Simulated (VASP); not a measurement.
CdTe: single point with r2SCAN

CdTe:

```
Cd Te
1.0
     0.00000    3.27996    3.18156
     3.27996    0.00000    3.18156
     3.27996    3.27996    0.00000
Cd Te
1 1
Direct
  0.00000 0.00000 0.00000
  0.25000 0.25000 0.25000
```

This cell differs from its parent crystal: uniaxial z strain -3.0%.

```yaml
Program: VASP 6.6.1
Task: single point
Functional: r2SCAN
Potentials_or_basis: VASP PAW PBE potentials, release 64 (Cd, Te)
Cutoff: 520 eV
k_mesh: 6 × 6 × 6
Occupations: fermi-dirac, width 0.02 eV
Spin: non-collinear spin, zero start, spin-orbit coupling
Starting_moments: "[[0.0, 0.0, 0.0], [0.0, 0.0, 0.0]] μB"
```

```json
{"Pressure": "1.4 GPa", "Net moment": "0.00 μB per cell", "Valence electrons inside the program's atomic spheres": "Cd 10.31; Te 3.48"}
```

Stress tensor (GPa, compression positive):
```
1.26 0.00 0.00
0.00 1.26 0.00
0.00 0.00 1.70
```

Moments on the atoms (μB; x, y, z):
```
Cd  0.00 0.00 0.00
Te  0.00 0.00 0.00
```

Run time: 10 min on 1 thread of Intel(R) Xeon(R) 6975P-C (Granite Rapids), with other jobs on the host, peak memory 0.53 GiB.

Caveat: the cell differs from its parent crystal (uniaxial z strain -3.0%); the PAW data sets were made with another functional, which shifts forces and pressure a little.
